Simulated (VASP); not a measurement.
Sn:

```
Sn
1.0
     0.00000    2.41114    2.41114
     2.41114    0.00000    2.41114
     2.41114    2.41114    0.00000
Sn
1
Direct
  0.00000 0.00000 0.00000
```

| Property | Result |
| --- | --- |
| Program | VASP 6.6.1 |
| Task | relaxation of cell and atoms |
| Functional | PBEsol |
| Potentials or basis | VASP PAW PBE potentials, release 64 (Sn_d) |
| Cutoff | 600 eV |
| k mesh | 11 × 11 × 11 |
| Occupations | fermi-dirac, width 0.1 eV |
| Spin | no spin polarisation |

At the start: pressure -2.7 GPa; volume 28.03 Å³/atom.

Task: Where does the relaxation end?

Result: Over 3 steps the energy falls by 13.1 meV/atom and the volume is 26.54 Å³/atom (-5.3 %); space group Fm-3m (No. 225, to 0.05 Å).

The path:
```tsv
step	energy change (eV)	largest force (eV/Å)	pressure (GPa)	volume (Å³)
1	0.0000	0.0000	-2.65	28.03
2	-0.0123	0.0000	0.76	26.19
3	-0.0131	0.0000	0.01	26.54
```

Final structure:
```xyz
1
Lattice="0.0000 2.3674 2.3674 2.3674 0.0000 2.3674 2.3674 2.3674 0.0000" Properties=species:S:1:pos:R:3 pbc="T T T"
Sn    0.0000    0.0000    0.0000
```

Caveat: the PAW data sets were made with another functional, which shifts forces and pressure a little.
